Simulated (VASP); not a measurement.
# ZnF2 (P4_2/mnm) in VASP: further runs, part 2 of 2

VASP 6.6.1. Earlier steps stand in the parts before.

### Step 4. Single point, PBE

Contents of INCAR:

```
SYSTEM = ZnF2
ALGO = Normal
EDIFF = 1E-6
ENCUT = 600
GGA = PE
GGA_COMPAT = .False.
ISIF = 2
ISMEAR = -1
LASPH = .True.
LCHARG = .False.
LREAL = .False.
LWAVE = .False.
NBANDS = 35
NELM = 120
PREC = Accurate
SIGMA = 0.1
```

Contents of KPOINTS:

```
k-points
0
Gamma
  4 4 6
  0 0 0
```

Contents of POSCAR:

```
ZnF2
1.0
    4.7521750000      0.0000000000      0.0000000000
    0.0000000000      4.7521750000      0.0000000000
    0.0000000000      0.0000000000      3.1658270000
Zn F
2 4
Direct
    0.0000000000      0.0000000000      0.0000000000
    0.5000000000      0.5000000000      0.5000000000
    0.3035000000      0.3035000000      0.0000000000
    0.1965000000      0.8035000000      0.5000000000
    0.6965000000      0.6965000000      0.0000000000
    0.8035000000      0.1965000000      0.5000000000
```

Potentials or basis: VASP PAW PBE potentials, release 64 (Zn, F).

Launch:

```sh
$ cat potpaw_PBE.64/Zn/POTCAR potpaw_PBE.64/F/POTCAR > POTCAR
$ mpirun -np 1 vasp_std > vasp.out
```

OUTCAR:

```text
SYSTEM = ZnF2
   EDIFF = 1E-6
   ENCUT = 600
   GGA = PE
   ISIF = 2
   ISMEAR = -1
   LASPH = .True.
   LREAL = .False.
   NELM = 120
   PREC = Accurate

 ion  position               nearest neighbor table
   1  0.000  0.000  0.000-   3 2.04   5 2.04   4 2.06   6 2.06   4 2.06   6 2.06
   2  0.500  0.500  0.500-   4 2.04   6 2.04   5 2.06   3 2.06   3 2.06   5 2.06
   3  0.303  0.303  0.000-   1 2.04   2 2.06   2 2.06
   4  0.197  0.803  0.500-   2 2.04   1 2.06   1 2.06
   5  0.697  0.697  0.000-   1 2.04   2 2.06   2 2.06
   6  0.803  0.197  0.500-   2 2.04   1 2.06   1 2.06

  LATTYP: Found a simple tetragonal cell.
 ALAT       =     4.7521750000
 C/A-ratio  =     0.6661848522

  Lattice vectors:

 A1 = (   4.7521750000,   0.0000000000,   0.0000000000)
 A2 = (   0.0000000000,   4.7521750000,   0.0000000000)
 A3 = (   0.0000000000,   0.0000000000,   3.1658270000)

Analysis of symmetry for initial positions (statically):
=====================================================================
 Subroutine PRICEL returns:
 Original cell was already a primitive cell.

 Routine SETGRP: Setting up the symmetry group for a
 simple tetragonal supercell.

 Subroutine GETGRP returns: Found 16 space group operations
 (whereof  8 operations were pure point group operations)
 out of a pool of 16 trial point group operations.

The static configuration has the point symmetry D_2h.
 The point group associated with its full space group is D_4h.

Analysis of symmetry for dynamics (positions and initial velocities):
=====================================================================
 Subroutine PRICEL returns:
 Original cell was already a primitive cell.

 Routine SETGRP: Setting up the symmetry group for a
 simple tetragonal supercell.

 Subroutine GETGRP returns: Found 16 space group operations
 (whereof  8 operations were pure point group operations)
 out of a pool of 16 trial point group operations.

The dynamic configuration has the point symmetry D_2h.
 The point group associated with its full space group is D_4h.
[... 128 lines left out ...]
  Fermi-wavevector in a.u.,A,eV,Ry     =   1.472263  2.782173 29.491404  2.167557
  Thomas-Fermi vector in A             =   2.587298
   LORBIT       =      0    0 simple, 1 ext, 2 COOP (PROOUT), +10 PAW based schemes
   GGA     = PE    functional components
   LHFCALC =     F    Hartree Fock is set to
   AEXX    =    0.0000 exact exchange contribution
   IVDW    =     0    specifies the selected vdW correction
   LEPSILON=     F    determine dielectric tensor
   LRPA    =     F    only Hartree local field effects (RPA)
 non-spin polarized calculation
  energy-cutoff  :      600.00
  volume of cell :       71.49
 maximum number of plane-waves:      2408
 NGX is ok and might be reduce to    40
   NGX = 19   NGY = 19   NGZ = 13

 number of electron      51.9999990 magnetization

 Free energy of the ion-electron system (eV)
  ---------------------------------------------------
  ext. energy  EPLUGINS =         0.00000000
  ---------------------------------------------------
  free energy    TOTEN  =       -23.23205471 eV

  energy without entropy =      -23.23205470  energy(sigma->0) =      -23.23205471

 E-fermi :   0.4275     XC(G=0): -10.1168

 val. band max:       -1.4507105098   @ k =   0.0000   0.0000   0.0000
 cond. band min:       2.0049835011   @ k =   0.0000   0.0000   0.0000
 fundamental gap:      3.4556940108
 Fermi energy:         0.4275235214

 k-point     1 :       0.0000    0.0000    0.0000
  band No.  band energies     occupation
      1     -23.0681      2.00000
      2     -22.3485      2.00000
      3     -22.3485      2.00000
      4     -22.3165      2.00000
      5      -7.4008      2.00000
      6      -6.5829      2.00000
[... 901 lines left out ...]
     34      11.1396      0.00000
     35      15.6091      0.00000

------------------------ aborting loop because EDIFF is reached ----------------------------------------

  FORCE on cell =-STRESS in cart. coord.  units (eV):
  Direction    XX          YY          ZZ          XY          YZ          ZX
  --------------------------------------------------------------------------------------
  -------------------------------------------------------------------------------------
  Total        1.2324345      1.2324345      1.3261919      0.0000000      0.0000000      0.0000000
  in kB       27.6186463     27.6186463     29.7197351      0.0000000      0.0000000      0.0000000
  external PRESSURE =      28.3190092 kB  Pullay stress =       0.0000000 kB

 VOLUME and BASIS-vectors are now :
 -----------------------------------------------------------------------------
  energy-cutoff  :      600.00
  volume of cell :       71.49
      direct lattice vectors                 reciprocal lattice vectors
     4.752175000  0.000000000  0.000000000     0.210429961  0.000000000  0.000000000
     0.000000000  4.752175000  0.000000000     0.000000000  0.210429961  0.000000000
     0.000000000  0.000000000  3.165827000     0.000000000  0.000000000  0.315873230

 POSITION                                       TOTAL-FORCE (eV/Angst)
 -----------------------------------------------------------------------------------
      0.00000      0.00000      0.00000         0.000000     -0.000000      0.000000
      2.37609      2.37609      1.58291         0.000000     -0.000000      0.000000
      1.44229      1.44229      0.00000        -0.003048     -0.003048      0.000000
      0.93380      3.81837      1.58291         0.003048     -0.003048      0.000000
      3.30989      3.30989      0.00000         0.003048      0.003048      0.000000
      3.81837      0.93380      1.58291        -0.003048      0.003048      0.000000
 -----------------------------------------------------------------------------------
    total drift:                                0.000000     -0.000000     -0.000000

  FREE ENERGIE OF THE ION-ELECTRON SYSTEM (eV)
  ---------------------------------------------------
  free  energy   TOTEN  =       -23.2320547113 eV

  energy  without entropy=      -23.2320547000  energy(sigma->0) =      -23.23205471
```

OSZICAR:

```text
N       E                     dE             d eps       ncg     rms          rms(c)
DAV:   1     0.642704951973E+03    0.64270E+03   -0.29080E+04  1704   0.223E+03
DAV:   2     0.557197151853E+02   -0.58699E+03   -0.54994E+03  1771   0.533E+02
DAV:   3    -0.238657879845E+02   -0.79586E+02   -0.78701E+02  1867   0.195E+02
DAV:   4    -0.260348151022E+02   -0.21690E+01   -0.21630E+01  1926   0.340E+01
DAV:   5    -0.260496233523E+02   -0.14808E-01   -0.14806E-01  1912   0.293E+00    0.136E+01
DAV:   6    -0.231675425633E+02    0.28821E+01   -0.61490E+00  2471   0.426E+01    0.805E+00
DAV:   7    -0.232668764408E+02   -0.99334E-01   -0.20238E+00  1740   0.955E+00    0.498E+00
DAV:   8    -0.232757537066E+02   -0.88773E-02   -0.43198E-01  2520   0.121E+01    0.155E+00
DAV:   9    -0.232304630587E+02    0.45291E-01   -0.17704E-01  2529   0.135E+01    0.371E-01
DAV:  10    -0.232321488858E+02   -0.16858E-02   -0.27263E-02  2257   0.190E+00    0.189E-01
DAV:  11    -0.232319871370E+02    0.16175E-03   -0.25185E-03  2418   0.569E-01    0.386E-02
DAV:  12    -0.232320528784E+02   -0.65741E-04   -0.22581E-04  2115   0.289E-01    0.215E-02
DAV:  13    -0.232320548751E+02   -0.19967E-05   -0.11905E-04  2021   0.841E-02    0.842E-03
DAV:  14    -0.232320547113E+02    0.16378E-06   -0.79379E-06  1835   0.455E-02
   1 F= -.23232055E+02 E0= -.23232055E+02  d E =-.112961E-07
```

It took 63 s on 1 thread of AMD EPYC 7R43 (Zen 3), shared host; peak memory 0.19 GiB.

Results:

```yaml
Free_energy: -23.2321 eV
Pressure: 2.8 GPa
Largest_force: 0.004 eV/Å
Band_gap_on_the_k_mesh: 3.46 eV, direct
```

Forces on the atoms (eV/Å):
```
Zn   0.000  0.000  0.000
Zn   0.000  0.000  0.000
F   -0.003 -0.003  0.000
F    0.003 -0.003  0.000
F    0.003  0.003  0.000
F   -0.003  0.003  0.000
```

Stress tensor (GPa, compression positive):
```
2.76 0.00 0.00
0.00 2.76 0.00
0.00 0.00 2.97
```

### Step 5. Single point, LDA

Contents of INCAR:

```
ALGO = Normal ; EDIFF = 1E-6
ENCUT = 600 ; GGA = CA
GGA_COMPAT = False ; ISIF = 2
ISMEAR = -4 ; LASPH = True
LCHARG = False ; LREAL = False
LWAVE = False ; NBANDS = 35
NELM = 120 ; PREC = Accurate
SIGMA = 0.1
```

Contents of KPOINTS:

```
k-points
0
Gamma
  4 4 6
```

POSCAR is that of step 4.

Potentials or basis: VASP PAW LDA potentials, release 64 (Zn, F).

Launch:

```sh
$ cat potpaw_LDA.64/Zn/POTCAR potpaw_LDA.64/F/POTCAR > POTCAR
$ mpirun -np 1 vasp_std > vasp.out
```

It took 55 s on 1 thread of AMD EPYC 7R43 (Zen 3), shared host; peak memory 0.17 GiB.

It converged, with:

| Quantity | Value |
| --- | --- |
| Free energy | -26.9237 eV |
| Pressure | -8.2 GPa |
| Largest force | 0.097 eV/Å |
| Band gap on the k mesh | 3.27 eV, direct |

Forces on the atoms (eV/Å):
```
Zn   0.000  0.000  0.000
Zn   0.000  0.000  0.000
F    0.068  0.068  0.000
F   -0.068  0.068  0.000
F   -0.068 -0.068  0.000
F    0.068 -0.068  0.000
```

Stress tensor (GPa, compression positive):
```
-7.78  0.00  0.00
 0.00 -7.78  0.00
 0.00  0.00 -9.18
```

Levels at points of the mesh, in eV from the valence-band top:
```
           k point  band 22  band 23  band 24  band 25  band 26  band 27  band 28  band 29  band 30  band 31
(0.00, 0.00, 0.00)    -1.31    -0.95    -0.29    -0.29     0.00     3.27     8.97     9.35     9.35    13.08
(0.50, 0.00, 0.00)    -1.41    -0.58    -0.58    -0.37    -0.37     5.85     5.85    10.23    10.23    12.57
(0.50, 0.50, 0.00)    -1.60    -1.09    -1.09    -0.31    -0.31     6.74     6.74     8.90     8.90    14.09
(0.00, 0.00, 0.50)    -1.29    -1.22    -1.22    -1.20    -1.20     7.94     7.94    11.54    11.54    12.78
(0.50, 0.00, 0.50)    -1.55    -1.19    -1.19    -0.03    -0.03     8.42     8.42    10.03    10.03    13.48
(0.50, 0.50, 0.50)    -1.29    -1.20    -1.20    -0.77    -0.77     7.76     7.76    11.17    11.17    11.92
```

As with any semilocal functional, this LDA gap is likely too small.

### Step 6. The runs side by side

| level | potentials or basis | smearing | gap on the mesh (eV) | pressure (GPa) | largest force (eV/Å) |
| --- | --- | --- | --- | --- | --- |
| PBE | VASP PAW PBE potentials, release 64 (Zn, F) | fermi-dirac 0.1 eV | 3.46 | 2.8 | - |
| PBE | VASP PAW PBE potentials, release 64 (Zn, F) | methfessel-paxton 0.15 eV | 3.46 | 2.8 | 0.01 |
| LDA | VASP PAW LDA potentials, release 64 (Zn, F) | tetrahedron | 3.27 | -8.2 | 0.10 |

Alike in all rows: task single point; no spin polarisation; cell as given; k mesh 4 × 4 × 6; cutoff (eV) 600.

Total energies depend on the potentials used, so only differences within one code and one set of settings carry meaning.
